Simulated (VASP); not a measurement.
Input of a VASP 6.6.1 run:

The input INCAR:

```
  PREC = Accurate
  ENCUT = 520
  EDIFF = 1E-6
  ISMEAR = 0
  SIGMA = 0.1
  LREAL = F
  LASPH = T
  NELM = 150
  ALGO = Normal
  ISIF = 2
  LWAVE = F
  LCHARG = F
  ISPIN = 2
  MAGMOM = 1.45
  LORBIT = 11
  NUPDOWN = 1.45
  LMAXMIX = 4
  NBANDS = 15
```

The input KPOINTS:

```
regular mesh
0
Gamma
  12 12 12
```

POSCAR

```
Ni
1.0
    0.0000000000      1.7584000000      1.7584000000
    1.7584000000      0.0000000000      1.7584000000
    1.7584000000      1.7584000000      0.0000000000
Ni
1
Direct
    0.0000000000      0.0000000000      0.0000000000
```

Potentials or basis: VASP PAW LDA potentials, release 64 (Ni).

Run with:

```sh
$ cat potpaw_LDA.64/Ni/POTCAR > POTCAR
$ mpirun -np 1 vasp_std > vasp.out
```

Q: Estimate the pressure.

A: -5.7 GPa.

Caveat: the cell stands under tension; the total moment is fixed, so each spin has its own Fermi level.
